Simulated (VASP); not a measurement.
# Mo2PbAu2 (P4/mbm) in VASP: single point with LDA

Aim: the single point of Mo2PbAu2 with LDA.

All numbers are computed with VASP 6.6.1; they aren't measurements. Logs are shortened: lines on timing, memory, paths and dates and some standing lists are left out, and cuts for length are marked.

## Step 1: The cell of the first run

It takes space group P4/mbm (No. 127, tetragonal). Conventional cell: a = 7.326 Å, b = 7.326 Å, c = 3.625 Å, α = 90.00°, β = 90.00°, γ = 90.00°. Au (site symmetry m2m) has 1 Au at 2.55 Å and 6 Mo at 2.74 to 2.88 Å and 2 Pb at 2.90 Å within 3.4 Å. Pb (site symmetry 4/m) has 4 Au at 2.90 Å and 8 Mo at 3.25 Å and 2 Pb at 3.62 Å within 3.8 Å. Mo (site symmetry m2m) has 6 Au at 2.74 to 2.88 Å and 4 Pb at 3.25 Å and 7 Mo at 3.62 to 3.81 Å within 3.9 Å.

## Step 2: Single point, LDA, collinear spin

Contents of INCAR:

```
SYSTEM = Mo2PbAu2
PREC     = Accurate       ! precision mode
ENCUT    = 520            ! plane-wave cutoff, eV
EDIFF    = 1E-6           ! SCF threshold, eV
ISMEAR   = -1             ! smearing method
SIGMA    = 0.1            ! smearing width, eV
LREAL    = .False.        ! projectors in reciprocal space
LASPH    = .True.         ! aspherical terms in the spheres
NELM     = 150            ! most SCF steps
ALGO     = Normal         ! electronic algorithm
ISIF     = 2              ! what is computed and relaxed
LWAVE    = .False.        ! write WAVECAR
LCHARG   = .False.        ! write CHGCAR
ISPIN    = 2              ! spin polarisation
MAGMOM   = 0.2 0.2 0.2 0.2 0.2 0.2 0.2 0.2 0.2 0.2 ! initial moments
LORBIT   = 11             ! projections on sites
LMAXMIX  = 4              ! l up to which the mixer works
GGA      = CA             ! functional
NBANDS   = 79             ! bands
```

Contents of KPOINTS:

```
regular mesh
0
Gamma
  3 3 5
  0 0 0
```

Contents of POSCAR:

```
Mo2PbAu2
1.0
    7.3262545100      0.0000000000      0.0000000000
    0.0000000000      7.3262545100      0.0000000000
    0.0000000000      0.0000000000      3.6245666400
Au Pb Mo
4 2 4
Direct
    0.3767000000      0.8767000000      0.0000000000
    0.1233000000      0.3767000000      0.0000000000
    0.6233000000      0.1233000000      0.0000000000
    0.8767000000      0.6233000000      0.0000000000
    0.0000000000      0.0000000000      0.0000000000
    0.5000000000      0.5000000000      0.0000000000
    0.1778000000      0.6778000000      0.5000000000
    0.3222000000      0.1778000000      0.5000000000
    0.8222000000      0.3222000000      0.5000000000
    0.6778000000      0.8222000000      0.5000000000
```

Potentials or basis: VASP PAW LDA potentials, release 64 (Au, Pb_d, Mo_sv).

Started as:

```bash
> cat potpaw_LDA.64/Au/POTCAR potpaw_LDA.64/Pb_d/POTCAR potpaw_LDA.64/Mo_sv/POTCAR > POTCAR
> mpirun -np 1 vasp_std > vasp.out
```

OUTCAR:

```text
SYSTEM = Mo2PbAu2
   PREC = Accurate
   ENCUT = 520
   EDIFF = 1E-6
   ISMEAR = -1
   LREAL = .False.
   LASPH = .True.
   NELM = 150
   ISIF = 2
   ISPIN = 2
   LORBIT = 11
   GGA = CA

 ion  position               nearest neighbor table
   1  0.377  0.877  0.000-   3 2.55   7 2.74   7 2.74  10 2.88   8 2.88   8 2.88  10 2.88   5 2.90
                             6 2.90
   2  0.123  0.377  0.000-   4 2.55   8 2.74   8 2.74   9 2.88   7 2.88   7 2.88   9 2.88   5 2.90
                             6 2.90
   3  0.623  0.123  0.000-   1 2.55   9 2.74   9 2.74  10 2.88   8 2.88   8 2.88  10 2.88   5 2.90
                             6 2.90
   4  0.877  0.623  0.000-   2 2.55  10 2.74  10 2.74   7 2.88   7 2.88   9 2.88   9 2.88   5 2.90
                             6 2.90
   5  0.000  0.000  0.000-   1 2.90   2 2.90   3 2.90   4 2.90   7 3.25   8 3.25   9 3.25  10 3.25
                             7 3.25   8 3.25   9 3.25  10 3.25
   6  0.500  0.500  0.000-   1 2.90   2 2.90   3 2.90   4 2.90   7 3.25   8 3.25   9 3.25  10 3.25
                             7 3.25   8 3.25   9 3.25  10 3.25
   7  0.178  0.678  0.500-   1 2.74   1 2.74   4 2.88   2 2.88   2 2.88   4 2.88   6 3.25   5 3.25
                             5 3.25   6 3.25
   8  0.322  0.178  0.500-   2 2.74   2 2.74   3 2.88   1 2.88   1 2.88   3 2.88   6 3.25   5 3.25
                             5 3.25   6 3.25
   9  0.822  0.322  0.500-   3 2.74   3 2.74   4 2.88   2 2.88   2 2.88   4 2.88   6 3.25   5 3.25
                             5 3.25   6 3.25
  10  0.678  0.822  0.500-   4 2.74   4 2.74   1 2.88   1 2.88   3 2.88   3 2.88   6 3.25   5 3.25
                             5 3.25   6 3.25

  LATTYP: Found a simple tetragonal cell.
 ALAT       =     7.3262545100
 C/A-ratio  =     0.4947366536

  Lattice vectors:

 A1 = (   7.3262545100,   0.0000000000,   0.0000000000)
 A2 = (   0.0000000000,   7.3262545100,   0.0000000000)
 A3 = (   0.0000000000,   0.0000000000,   3.6245666400)

Analysis of symmetry for initial positions (statically):
=====================================================================
 Subroutine PRICEL returns:
 Original cell was already a primitive cell.

 Routine SETGRP: Setting up the symmetry group for a
 simple tetragonal supercell.

 Subroutine GETGRP returns: Found 16 space group operations
 (whereof  8 operations were pure point group operations)
 out of a pool of 16 trial point group operations.

The static configuration has the point symmetry C_4h.
 The point group associated with its full space group is D_4h.

Analysis of symmetry for dynamics (positions and initial velocities):
=====================================================================
 Subroutine PRICEL returns:
 Original cell was already a primitive cell.

 Routine SETGRP: Setting up the symmetry group for a
 simple tetragonal supercell.

 Subroutine GETGRP returns: Found 16 space group operations
 (whereof  8 operations were pure point group operations)
 out of a pool of 16 trial point group operations.

The dynamic configuration has the point symmetry C_4h.
 The point group associated with its full space group is D_4h.

Analysis of structural, dynamic, and magnetic symmetry:
=====================================================================
 Subroutine PRICEL returns:
 Original cell was already a primitive cell.

 Routine SETGRP: Setting up the symmetry group for a
 simple tetragonal supercell.

 Subroutine GETGRP returns: Found 16 space group operations
 (whereof  8 operations were pure point group operations)
 out of a pool of 16 trial point group operations.

The overall configuration has the point symmetry C_4h.
 The point group associated with its full space group is D_4h.

 Subroutine INISYM returns: Found 16 space group operations
 (whereof  8 operations are pure point group operations),
 and found     1 'primitive' translations

----------------------------------------------------------------------------------------

                                     Primitive cell

  volume of cell :     194.5450

  direct lattice vectors                    reciprocal lattice vectors
     7.326254510  0.000000000  0.000000000     0.136495395  0.000000000  0.000000000
     0.000000000  7.326254510  0.000000000     0.000000000  0.136495395  0.000000000
     0.000000000  0.000000000  3.624566640     0.000000000  0.000000000  0.275895052

  length of vectors
     7.326254510  7.326254510  3.624566640     0.136495395  0.136495395  0.275895052

  position of ions in fractional coordinates (direct lattice)
     0.376700000  0.876700000  0.000000000
     0.123300000  0.376700000  0.000000000
[... 76 lines left out ...]
   NELM   =    150;   NELMIN=  2; NELMDL= -5     # of ELM steps
   EDIFF  = 0.1E-05   stopping-criterion for ELM
   LREAL  =      F    real-space projection
   EDIFFG = 0.1E-04   stopping-criterion for IOM
   NSW    =      0    number of steps for IOM
   IBRION =     -1    ionic relax: 0-MD 1-quasi-New 2-CG
   NFREE  =      0    steps in history (QN), initial steepest desc. (CG)
   ISIF   =      2    stress and relaxation
   ISYM   =      2    0-nonsym 1-usesym 2-fastsym
   POTIM  = 0.5000    time-step for ionic-motion
   TEBEG  =    0.0;   TEEND  =   0.0 temperature during run
   PSTRESS=    0.0 pullay stress
   NELECT =     128.0000    total number of electrons
   NUPDOWN=      -1.0000    fix difference up-down
   EMIN   =  10.00;   EMAX   =-10.00  energy-range for DOS
   EFERMI =   0.00;   METHOD = LEGACY
   ISMEAR =    -1;   SIGMA  =   0.10  broadening in eV -4-tet -1-fermi 0-gaus
   EFERMI_NEDOS =   21; number of points for ismear=-14 and -15
   IALGO  =     38    algorithm
   IMIX   =      4    mixing-type and parameters
     AMIX     =   0.40;   BMIX     =  1.00
     AMIX_MAG =   1.60;   BMIX_MAG =  1.00
  volume/ion in A,a.u.               =      19.45       131.29
  Fermi-wavevector in a.u.,A,eV,Ry     =   1.423874  2.690731 27.584672  2.027416
  Thomas-Fermi vector in A             =   2.544425
   LORBIT       =     11    0 simple, 1 ext, 2 COOP (PROOUT), +10 PAW based schemes
   GGA     = CA    functional components
   LHFCALC =     F    Hartree Fock is set to
   AEXX    =    0.0000 exact exchange contribution
   IVDW    =     0    specifies the selected vdW correction
   LEPSILON=     F    determine dielectric tensor
   LRPA    =     F    only Hartree local field effects (RPA)
 spin polarized calculation
  energy-cutoff  :      520.00
  volume of cell :      194.55
 maximum number of plane-waves:      5261
 NGX is ok and might be reduce to    54
   NGX = 27   NGY = 27   NGZ = 13

 number of electron     127.9999992 magnetization       0.0011123

 Free energy of the ion-electron system (eV)
  ---------------------------------------------------
  ext. energy  EPLUGINS =         0.00000000
  ---------------------------------------------------
  free energy    TOTEN  =       -65.97233854 eV

  energy without entropy =      -65.45348294  energy(sigma->0) =      -65.71291074

 E-fermi :   9.6195     XC(G=0): -12.3699

 val. band max:        9.6027045565   @ k =   0.3333   0.0000   0.2000
 cond. band min:       9.6251127952   @ k =   0.3333   0.0000   0.0000
 fundamental gap:      0.0224082387
 Fermi energy:         9.6194938640

 spin component 1

 k-point     1 :       0.0000    0.0000    0.0000
  band No.  band energies     occupation
      1     -51.3015      1.00000
      2     -51.2988      1.00000
      3     -51.2988      1.00000
      4     -51.2984      1.00000
      5     -25.6050      1.00000
      6     -25.5767      1.00000
[... 700 lines left out ...]
     75      11.4726      0.00000
     76      11.8189      0.00000
 Fermi energy:         9.6194938640

 spin component 2

 k-point     1 :       0.0000    0.0000    0.0000
  band No.  band energies     occupation
      1     -51.3013      1.00000
      2     -51.2986      1.00000
      3     -51.2986      1.00000
      4     -51.2983      1.00000
      5     -25.6048      1.00000
      6     -25.5765      1.00000
[... 700 lines left out ...]
     75      11.4727      0.00000
     76      11.8189      0.00000
 [bands above 76 left out]

------------------------ aborting loop because EDIFF is reached ----------------------------------------

  FORCE on cell =-STRESS in cart. coord.  units (eV):
  Direction    XX          YY          ZZ          XY          YZ          ZX
  --------------------------------------------------------------------------------------
  -------------------------------------------------------------------------------------
  Total      -10.5517263    -10.5517263    -14.8823088      0.0000000      0.0000000     -0.0000000
  in kB      -86.8988459    -86.8988459   -122.5634001      0.0000000      0.0000000     -0.0000000
  external PRESSURE =     -98.7870306 kB  Pullay stress =       0.0000000 kB

 VOLUME and BASIS-vectors are now :
 -----------------------------------------------------------------------------
  energy-cutoff  :      520.00
  volume of cell :      194.55
      direct lattice vectors                 reciprocal lattice vectors
     7.326254510  0.000000000  0.000000000     0.136495395  0.000000000  0.000000000
     0.000000000  7.326254510  0.000000000     0.000000000  0.136495395  0.000000000
     0.000000000  0.000000000  3.624566640     0.000000000  0.000000000  0.275895052

 POSITION                                       TOTAL-FORCE (eV/Angst)
 -----------------------------------------------------------------------------------
      2.75980      6.42293      0.00000        -0.305706     -0.305706      0.000000
      0.90333      2.75980      0.00000         0.305706     -0.305706     -0.000000
      4.56645      0.90333      0.00000         0.305706      0.305706     -0.000000
      6.42293      4.56645      0.00000        -0.305706      0.305706      0.000000
      0.00000      0.00000      0.00000         0.000000      0.000000      0.000000
      3.66313      3.66313      0.00000         0.000000      0.000000      0.000000
      1.30261      4.96574      1.81228        -0.731391     -0.731391     -0.000000
      2.36052      1.30261      1.81228         0.731391     -0.731391     -0.000000
      6.02365      2.36052      1.81228         0.731391      0.731391      0.000000
      4.96574      6.02365      1.81228        -0.731391      0.731391      0.000000
 -----------------------------------------------------------------------------------
    total drift:                                0.000000      0.000000      0.000000

  FREE ENERGIE OF THE ION-ELECTRON SYSTEM (eV)
  ---------------------------------------------------
  free  energy   TOTEN  =       -65.9723385438 eV

  energy  without entropy=      -65.4534829443  energy(sigma->0) =      -65.71291074

 total charge

# of ion       s       p       d       tot
------------------------------------------
    1        0.712   0.525   8.616   9.853
    2        0.712   0.525   8.616   9.853
    3        0.712   0.525   8.616   9.853
    4        0.712   0.525   8.616   9.853
    5        1.257   0.915   9.853  12.025
    6        1.257   0.915   9.853  12.025
    7        2.237   6.085   3.799  12.121
    8        2.237   6.085   3.799  12.121
    9        2.237   6.085   3.799  12.121
   10        2.237   6.085   3.799  12.121
--------------------------------------------------
tot         14.309  28.270  69.368 111.947

 magnetization (x)

# of ion       s       p       d       tot
------------------------------------------
    1       -0.000  -0.000   0.000   0.000
    2       -0.000  -0.000   0.000   0.000
    3       -0.000  -0.000   0.000   0.000
    4       -0.000  -0.000   0.000   0.000
    5        0.000  -0.000   0.000   0.000
    6        0.000  -0.000   0.000   0.000
    7        0.000   0.000   0.000   0.000
    8        0.000   0.000   0.000   0.000
    9        0.000   0.000   0.000   0.000
   10        0.000   0.000   0.000   0.000
--------------------------------------------------
tot          0.000  -0.000   0.001   0.001
```

It took 11 min on 1 thread of Intel Xeon 8259CL, shared host; peak memory 0.36 GiB.

What came out:

- Free energy: -65.9723 eV
- Pressure: -9.9 GPa
- Largest force: 1.034 eV/Å
- Band gap on the k mesh: zero (filled and empty bands overlap)
- Net moment: 0.00 μB per cell
- Valence electrons inside the program's atomic spheres: Au 9.85; Pb 12.03; Mo 12.12

Forces on the atoms (eV/Å):
```
Au  -0.306 -0.306  0.000
Au   0.306 -0.306  0.000
Au   0.306  0.306  0.000
Au  -0.306  0.306  0.000
Pb   0.000  0.000  0.000
Pb   0.000  0.000  0.000
Mo  -0.731 -0.731  0.000
Mo   0.731 -0.731  0.000
Mo   0.731  0.731  0.000
Mo  -0.731  0.731  0.000
```

Stress tensor (GPa, compression positive):
```
 -8.69   0.00   0.00
  0.00  -8.69   0.00
  0.00   0.00 -12.26
```

Caveat: the cell stands under tension; spin-orbit coupling is left out, which moves the levels of the heavy elements; forces of over 1 eV/Å act on the atoms, so gaps and moduli don't describe the material at rest.

The gap in the log of VASP goes by the Fermi energy; the results here count the filled bands.